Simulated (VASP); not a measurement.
# As (Pm-3m) in VASP: a series of runs, part 2 of 2

VASP 6.6.1. Earlier steps stand in the parts before.

## (4) Relaxation of cell and atoms, PBE, target pressure 220 GPa, at which the enthalpy is minimised

This run uses another cell than the first one, of 10.15 Å³/atom, 0.964 times its volume.

Contents of INCAR:

```
SYSTEM = As
  PREC = Accurate
  ENCUT = 600
  EDIFF = 1E-6
  ISMEAR = -1
  SIGMA = 0.08
  LREAL = .False.
  LASPH = .True.
  NELM = 60
  ALGO = Normal
  ISIF = 3
  LWAVE = .False.
  LCHARG = .False.
  GGA = PE
  IBRION = 2
  NSW = 60
  EDIFFG = -0.005
  PSTRESS = 2200.0
```

Contents of KPOINTS:

```
Automatic mesh
0
Gamma
  17 17 17
  0 0 0
```

Contents of POSCAR:

```
As
1.0
    2.1648991723      0.0000000000      0.0000000000
    0.0000000000      2.1648991723      0.0000000000
    0.0000000000      0.0000000000      2.1648991723
As
1
Direct
    0.0000000000      0.0000000000      0.0000000000
```

Potentials or basis: VASP PAW PBE potentials, release 64 (As).

The run is started by

```bash
cat potpaw_PBE.64/As/POTCAR > POTCAR
mpirun -np 1 vasp_std > vasp.out
```

OUTCAR:

```text
SYSTEM = As
   PREC = Accurate
   ENCUT = 600
   EDIFF = 1E-6
   ISMEAR = -1
   LREAL = .False.
   LASPH = .True.
   NELM = 60
   ISIF = 3
   GGA = PE
   IBRION = 2
   NSW = 60
   EDIFFG = -0.005
   PSTRESS = 2200.0

 ion  position               nearest neighbor table
   1  0.000  0.000  0.000-

  LATTYP: Found a simple cubic cell.
 ALAT       =     2.1648991723

  Lattice vectors:

 A1 = (   2.1648991723,   0.0000000000,   0.0000000000)
 A2 = (   0.0000000000,   2.1648991723,   0.0000000000)
 A3 = (   0.0000000000,   0.0000000000,   2.1648991723)

Analysis of symmetry for initial positions (statically):
=====================================================================
 Subroutine PRICEL returns:
 Original cell was already a primitive cell.

 Routine SETGRP: Setting up the symmetry group for a
 simple cubic supercell.

 Subroutine GETGRP returns: Found 48 space group operations
 (whereof 48 operations were pure point group operations)
 out of a pool of 48 trial point group operations.

The static configuration has the point symmetry O_h .

Analysis of symmetry for dynamics (positions and initial velocities):
[... 166 lines left out ...]
  Total       16.5288478     16.5288478     16.5288478     -0.0000000      0.0000000      0.0000000
  in kB     2609.9977871   2609.9977871   2609.9977871     -0.0000000      0.0000000      0.0000000
  external PRESSURE =     409.9977871 kB  Pullay stress =    2200.0000000 kB
[... 94 lines left out ...]
  energy  without entropy=       -0.9992079433  energy(sigma->0) =       -1.00190908

  enthalpy is  TOTEN    =        13.7096958160 eV   P V=       14.7143060416

[... ionic steps 4 to 11 ...]

--------------------------------------- Ionic step       12  -------------------------------------------

 number of electron       4.9999999 magnetization

------------------------ aborting loop because EDIFF is reached ----------------------------------------
[... 69 lines left out ...]
--------------------------------------- Ionic step       14  -------------------------------------------

 number of electron       4.9999999 magnetization

 Free energy of the ion-electron system (eV)
  ---------------------------------------------------
  ext. energy  EPLUGINS =         0.00000000
  ---------------------------------------------------
  free energy    TOTEN  =        -0.88874682 eV

  energy without entropy =       -0.88325478  energy(sigma->0) =       -0.88600080

 E-fermi :  15.4130     XC(G=0): -13.3637

 val. band max:       15.3984866240   @ k =   0.3529   0.2353   0.0000
 cond. band min:      15.4754188339   @ k =   0.3529   0.2353   0.0588
 fundamental gap:      0.0769322098
 Fermi energy:        15.4130205459

 k-point     1 :       0.0000    0.0000    0.0000
  band No.  band energies     occupation
      1      -7.3912      2.00000
      2      22.2311      0.00000
      3      22.2311      0.00000
      4      22.2311      0.00000
      5      24.6782      0.00000
      6      24.6782      0.00000
[... 199 lines left out ...]
 k-point    24 :       0.4706    0.1176    0.0000
  band No.  band energies     occupation
      1      -0.3880      2.00000
      2       2.6372      2.00000
      3      22.9505      0.00000
      4      27.3786      0.00000
      5      28.2649      0.00000
      6      32.3847      0.00000

 [... further k-points ...]
[... 5 lines left out ...]
  --------------------------------------------------------------------------------------
  -------------------------------------------------------------------------------------
  Total       14.5949543     14.5949543     14.5949543      0.0000000     -0.0000000      0.0000000
  in kB     2199.7464747   2199.7464747   2199.7464747      0.0000000     -0.0000000      0.0000000
  external PRESSURE =      -0.2535253 kB  Pullay stress =    2200.0000000 kB
[... 20 lines left out ...]
  energy  without entropy=       -0.8832547805  energy(sigma->0) =       -0.88600080

  enthalpy is  TOTEN    =        13.7078896231 eV   P V=       14.5966364465

 reached required accuracy - stopping structural energy minimisation
```

CONTCAR:

```text
As
   1.00000000000000
     2.1987721676372161    0.0000000000000001   -0.0000000000000001
     0.0000000000000001    2.1987721676372161    0.0000000000000001
     0.0000000000000001    0.0000000000000000    2.1987721676372161
  As
     1
Direct
     0.0000000000000000    1.0000000000000000    0.0000000000000000

  0.00000000E+00  0.00000000E+00  0.00000000E+00
```

It took 80 s on 1 thread of Intel Xeon 8259CL, shared host; peak memory 0.13 GiB.

What came out:

```
Free energy                                            : -0.8887 eV
Relaxed volume                                         : 10.63 Å³/atom
Relaxed cell                                           : a = 2.199 Å, b = 2.199 Å, c = 2.199 Å, α = 90.00°, β = 90.00°, γ = 90.00°
Space group after relaxing (to 0.05 Å)                 : Pm-3m (No. 221)
Energy change on relaxing (the enthalpy is what falls) : -724.1 meV/atom
Ionic steps                                            : 14
Pressure after relaxing                                : 220.0 GPa
```

Step by step:
| step | energy change (eV) | largest force (eV/Å) | pressure (GPa) | volume (Å³) |
| --- | --- | --- | --- | --- |
| 1 | 0.0000 | 0.0000 | 261.00 | 10.15 |
| 2 | -3.6173 | 0.0000 | 57.36 | 14.46 |
| 3 | -0.8400 | 0.0000 | 213.40 | 10.72 |
| 4 | -0.7264 | 0.0000 | 219.82 | 10.63 |
| 5 | -0.7129 | 0.0000 | 220.59 | 10.62 |
| 6 | -0.7139 | 0.0000 | 220.54 | 10.62 |
| 7 | -0.7169 | 0.0000 | 220.38 | 10.62 |
| 8 | -0.7170 | 0.0000 | 220.36 | 10.62 |
| 9 | -0.7171 | 0.0000 | 220.35 | 10.63 |
| 10 | -0.7173 | 0.0000 | 220.34 | 10.63 |
| 11 | -0.7178 | 0.0000 | 220.31 | 10.63 |
| 12 | -0.7187 | 0.0000 | 220.26 | 10.63 |
| 13 | -0.7205 | 0.0000 | 220.17 | 10.63 |
| 14 | -0.7241 | 0.0000 | 219.97 | 10.63 |

Final structure:
```
CELL_PARAMETERS angstrom
2.19877 0.00000 0.00000
0.00000 2.19877 0.00000
0.00000 0.00000 2.19877
ATOMIC_POSITIONS crystal
As 0.00000 0.00000 0.00000
```

Levels at points of the mesh, in eV from the Fermi level:
| k point | band 1 | band 2 | band 3 | band 4 | band 5 |
| --- | --- | --- | --- | --- | --- |
| (0.00, 0.00, 0.00) | -22.80 | 6.82 | 6.82 | 6.82 | 9.27 |

Caveat: the cell is relaxed towards a set pressure, so the enthalpy falls and the energy may rise.

## (5) Relaxation of cell and atoms, PBE, target pressure 220 GPa, at which the enthalpy is minimised

Contents of INCAR:

```
SYSTEM = As
ALGO     = Normal         ! electronic algorithm
EDIFF    = 1E-7           ! SCF threshold, eV
EDIFFG   = -0.005         ! ionic threshold
ENCUT    = 600            ! plane-wave cutoff, eV
GGA      = PE             ! functional
IBRION   = 2              ! ionic algorithm
ISIF     = 3              ! what is computed and relaxed
ISMEAR   = -1             ! smearing method
LASPH    = .TRUE.         ! aspherical terms in the spheres
LCHARG   = .FALSE.        ! write CHGCAR
LREAL    = .FALSE.        ! projectors in reciprocal space
LWAVE    = .FALSE.        ! write WAVECAR
NELM     = 100            ! most SCF steps
NSW      = 32             ! ionic steps
PREC     = Accurate       ! precision mode
PSTRESS  = 2200.0       
SIGMA    = 0.08           ! smearing width, eV
```

Contents of KPOINTS:

```
k-points
0
G
  17 17 17
  0 0 0
```

Contents of POSCAR:

```
As
1.0
    2.1914718311      0.0000000000      0.0000000000
    0.0000000000      2.1914718311      0.0000000000
    0.0000000000      0.0000000000      2.1914718311
As
1
Direct
    0.0000000000      0.0000000000      0.0000000000
```

Potentials or basis: VASP PAW PBE potentials, release 64 (As).

The run is started by

```bash
cat potpaw_PBE.64/As/POTCAR > POTCAR
mpirun -np 1 vasp_std > vasp.out
```

OUTCAR:

```text
SYSTEM = As
   EDIFF = 1E-7
   EDIFFG = -0.005
   ENCUT = 600
   GGA = PE
   IBRION = 2
   ISIF = 3
   ISMEAR = -1
   LASPH = .TRUE.
   LREAL = .FALSE.
   NELM = 100
   NSW = 32
   PREC = Accurate
   PSTRESS = 2200.0

 ion  position               nearest neighbor table
   1  0.000  0.000  0.000-

  LATTYP: Found a simple cubic cell.
 ALAT       =     2.1914718311

  Lattice vectors:

 A1 = (   2.1914718311,   0.0000000000,   0.0000000000)
 A2 = (   0.0000000000,   2.1914718311,   0.0000000000)
 A3 = (   0.0000000000,   0.0000000000,   2.1914718311)

Analysis of symmetry for initial positions (statically):
=====================================================================
 Subroutine PRICEL returns:
 Original cell was already a primitive cell.

 Routine SETGRP: Setting up the symmetry group for a
 simple cubic supercell.

 Subroutine GETGRP returns: Found 48 space group operations
 (whereof 48 operations were pure point group operations)
 out of a pool of 48 trial point group operations.
[... 161 lines left out ...]

  energy without entropy =       -0.73562630  energy(sigma->0) =       -0.73842358

------------------------ aborting loop because EDIFF is reached ----------------------------------------

  FORCE on cell =-STRESS in cart. coord.  units (eV):
  Direction    XX          YY          ZZ          XY          YZ          ZX
  --------------------------------------------------------------------------------------
  -------------------------------------------------------------------------------------
  Total       14.9970817     14.9970817     14.9970817     -0.0000000     -0.0000000     -0.0000000
  in kB     2283.0197124   2283.0197124   2283.0197124     -0.0000000     -0.0000000     -0.0000000
  external PRESSURE =      83.0197124 kB  Pullay stress =    2200.0000000 kB
[... 98 lines left out ...]
--------------------------------------- Ionic step        4  -------------------------------------------

 number of electron       4.9999999 magnetization

 Free energy of the ion-electron system (eV)
  ---------------------------------------------------
  ext. energy  EPLUGINS =         0.00000000
  ---------------------------------------------------
  free energy    TOTEN  =        -0.88793833 eV

  energy without entropy =       -0.88244434  energy(sigma->0) =       -0.88519134

 E-fermi :  15.4143     XC(G=0): -13.3638

 val. band max:       15.3999079519   @ k =   0.3529   0.2353   0.0000
 cond. band min:      15.4768279841   @ k =   0.3529   0.2353   0.0588
 fundamental gap:      0.0769200322
 Fermi energy:        15.4143184576

 k-point     1 :       0.0000    0.0000    0.0000
  band No.  band energies     occupation
      1      -7.3908      2.00000
      2      22.2327      0.00000
      3      22.2327      0.00000
      4      22.2327      0.00000
      5      24.6796      0.00000
      6      24.6796      0.00000
[... 199 lines left out ...]
 k-point    24 :       0.4706    0.1176    0.0000
  band No.  band energies     occupation
      1      -0.3869      2.00000
      2       2.6377      2.00000
      3      22.9524      0.00000
      4      27.3797      0.00000
      5      28.2672      0.00000
      6      32.3865      0.00000

 [... further k-points ...]
[... 5 lines left out ...]
  --------------------------------------------------------------------------------------
  -------------------------------------------------------------------------------------
  Total       14.5934820     14.5934820     14.5934820     -0.0000000     -0.0000000      0.0000000
  in kB     2199.6552829   2199.6552829   2199.6552829     -0.0000000     -0.0000000      0.0000000
  external PRESSURE =      -0.3447171 kB  Pullay stress =    2200.0000000 kB
[... 20 lines left out ...]
  energy  without entropy=       -0.8824443412  energy(sigma->0) =       -0.88519134

  enthalpy is  TOTEN    =        13.7078306367 eV   P V=       14.5957689688

 reached required accuracy - stopping structural energy minimisation
```

OSZICAR:

```text
N       E                     dE             d eps       ncg     rms          rms(c)
DAV:   1     0.104297934255E+02    0.10430E+02   -0.27848E+03  2004   0.767E+02
DAV:   2    -0.781143221310E+00   -0.11211E+02   -0.10698E+02  2748   0.857E+01
DAV:   3    -0.876496283813E+00   -0.95353E-01   -0.94963E-01  2472   0.883E+00
[... 25 lines left out ...]
DAV:   7    -0.892823918189E+00    0.36078E-06   -0.31433E-09  1128   0.550E-04    0.119E-04
DAV:   8    -0.892823908190E+00    0.99990E-08   -0.14533E-10  1044   0.110E-04
   3 F= 0.13707834E+02 E0= 0.13710579E+02  d E =-.267279E-02
       N       E                     dE             d eps       ncg     rms          rms(c)
DAV:   1    -0.887938393622E+00    0.48855E-02   -0.17022E-05  2370   0.298E-02    0.633E-03
DAV:   2    -0.887938332098E+00    0.61524E-07   -0.18014E-07  2088   0.442E-03
   4 F= 0.13707831E+02 E0= 0.13710578E+02  d E =-.267642E-02
```

CONTCAR:

```text
As
   1.00000000000000
     2.1987286091146347   -0.0000000000000000   -0.0000000000000000
    -0.0000000000000000    2.1987286091146347   -0.0000000000000000
     0.0000000000000000   -0.0000000000000000    2.1987286091146347
  As
     1
Direct
     0.0000000000000000    0.0000000000000000    0.0000000000000000

  0.00000000E+00  0.00000000E+00  0.00000000E+00
```

It took 32 s on 1 thread of Intel Xeon 8259CL, shared host; peak memory 0.13 GiB.

Results:

```yaml
Free_energy: -0.8879 eV
Relaxed_volume: 10.63 Å³/atom
Relaxed_cell: a = 2.199 Å, b = 2.199 Å, c = 2.199 Å, α = 90.00°, β = 90.00°, γ = 90.00°
Space_group_after_relaxing_to_0.05_Å: Pm-3m (No. 221)
Energy_change_on_relaxing_the_enthalpy_is_what_falls: -146.7 meV/atom
Ionic_steps: 4
Pressure_after_relaxing: 220.0 GPa
```

Step by step:
| step | energy change (eV) | largest force (eV/Å) | pressure (GPa) | volume (Å³) |
| --- | --- | --- | --- | --- |
| 1 | 0.0000 | 0.0000 | 228.30 | 10.52 |
| 2 | -1.0487 | 0.0000 | 168.75 | 11.38 |
| 3 | -0.1516 | 0.0000 | 219.72 | 10.63 |
| 4 | -0.1467 | 0.0000 | 219.97 | 10.63 |

Final structure:
```yaml
crystal:
  lattice:
    - [2.19873, 0.00000, 0.00000]
    - [0.00000, 2.19873, 0.00000]
    - [0.00000, 0.00000, 2.19873]
  atoms:
    - { symbol: As, position: [0.00000, 0.00000, 0.00000] }
```

Levels at points of the mesh, in eV from the Fermi level:
| k point | band 1 | band 2 | band 3 | band 4 | band 5 | band 6 |
| --- | --- | --- | --- | --- | --- | --- |
| (0.00, 0.00, 0.00) | -22.81 | 6.82 | 6.82 | 6.82 | 9.27 | 9.27 |

Caveat: the cell is relaxed towards a set pressure, so the enthalpy falls and the energy may rise.

## (6) Overview

```csv
task,cell,cutoff (eV),gap on the mesh (eV),pressure (GPa)
single point,"a = 2.191 Å, 1 atom",520,none,228.5
relaxation of cell and atoms,"relaxed to 220 GPa from a = 2.165 Å, 1 atom",600,none,220.0
relaxation of cell and atoms,"relaxed to 220 GPa from a = 2.191 Å, 1 atom",600,none,220.0
```

Alike in all rows: level PBE; potentials or basis VASP PAW PBE potentials, release 64 (As); no spin polarisation; k mesh 17 × 17 × 17; smearing fermi-dirac 0.08 eV.

Caveats: the cell is relaxed towards a set pressure, so the enthalpy falls and the energy may rise (some runs).

Absolute energies hang on the potentials; compare differences alone.
